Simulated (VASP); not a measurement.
Write the native input for VASP 6.6.1 that does the following.

* Task: single point
* Functional: PBE
* Potentials or basis: VASP PAW PBE potentials, release 64 (Ir, F)
* Cutoff: 520 eV
* k mesh: 12 × 12 × 1
* Occupations: gaussian, width 0.1 eV
* Spin: no spin polarisation
* Dipole correction: yes
* Further INCAR settings: ALGO = Normal; EDIFF = 1e-06; NBANDS = 25

The structure of Ir3F lies in POSCAR:

```
Ir3F
1.0
    2.7367600872      0.0000000000      0.0000000000
   -1.3683800436      2.3701037596      0.0000000000
    0.0000000000      0.0000000000     19.8425800730
Ir F
3 1
Direct
    0.6666666667      0.3333333333      0.2015866881
    0.3333333333      0.6666666667      0.3110139949
    0.0000000000      0.0000000000      0.4204382718
    0.6666666667      0.3333333333      0.5047732233
```

These files were run (other wordings do the same):

INCAR

```
SYSTEM = Ir3F
PREC = Accurate ; ENCUT = 520
EDIFF = 1E-6 ; ISMEAR = 0
SIGMA = 0.1 ; LREAL = .FALSE.
LASPH = .TRUE. ; NELM = 80
ALGO = Normal ; ISIF = 2
LWAVE = .FALSE. ; LCHARG = .FALSE.
LDIPOL = .TRUE. ; IDIPOL = 3
DIPOL = 0.5 0.5 0.359 ; GGA = PE
NBANDS = 25
```

KPOINTS

```
Automatic mesh
0
G
  12 12 1
  0 0 0
```

Potentials or basis: VASP PAW PBE potentials, release 64 (Ir, F).

Launch:

```console
$ cat potpaw_PBE.64/Ir/POTCAR potpaw_PBE.64/F/POTCAR > POTCAR
$ mpirun -np 1 vasp_std > vasp.out
```

It gave:

```
Largest force          : 1.067 eV/Å
Band gap on the k mesh : zero (bands 17 and 18 overlap by 1.98 eV)
```

Caveat: spin-orbit coupling is left out, which moves the levels of the heavy elements.

It took 2.8 min on 1 thread of Intel Xeon 8259CL, with other jobs on the host, peak memory 0.26 GiB.
